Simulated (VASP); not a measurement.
Input of a VASP 6.6.1 run:

The input INCAR:

```
  PREC = Accurate
  ENCUT = 520
  EDIFF = 1E-7
  ISMEAR = 0
  SIGMA = 0.05
  LREAL = False
  LASPH = True
  NELM = 60
  ALGO = Normal
  ISIF = 2
  LWAVE = False
  LCHARG = False
  GGA = PE
  NBANDS = 26
```

Contents of KPOINTS:

```
regular mesh
0
Gamma
  8 8 3
```

Contents of POSCAR:

```
AlN
1.0
   -3.1110021516      0.0000000000      0.0000000000
   -1.5555010758     -2.6942068945      0.0000000000
    0.0000000000      0.0000000000     15.9560000000
Al N
4 4
Direct
    0.3333333333      0.3333333333      0.5639091878
    0.3333333333      0.3333333333      0.2519262346
    0.6666666667      0.6666666667      0.0959347581
    0.6666666667      0.6666666667      0.4079177112
    0.3333333333      0.3333333333      0.0600567185
    0.3333333333      0.3333333333      0.3720396716
    0.6666666667      0.6666666667      0.2160481950
    0.6666666667      0.6666666667      0.5280311482
```

Potentials or basis: VASP PAW PBE potentials, release 64 (Al, N).

Command:

```console
$ cat potpaw_PBE.64/Al/POTCAR potpaw_PBE.64/N/POTCAR > POTCAR
$ mpirun -np 1 vasp_std > vasp.out
```

**Question.** Estimate the largest force.

**Answer.** 2.085 eV/Å.

**Question.** What does it give for the pressure?

**Answer.** 1.4 GPa.

**Question.** What does it give for the band gap on the k mesh?

**Answer.** Zero (bands 16 and 17 overlap by 0.24 eV).

Forces on the atoms (eV/Å):
```
Al   0.000  0.000 -0.112
Al   0.000  0.000 -1.058
Al   0.000  0.000 -2.085
Al   0.000  0.000 -1.135
N    0.000  0.000  1.588
N    0.000  0.000  0.955
N    0.000  0.000  1.099
N    0.000  0.000  0.747
```

Caveat: the cell differs from its parent crystal (the distance across one plane changed); forces of over 1 eV/Å act on the atoms, so gaps and moduli don't describe the material at rest.
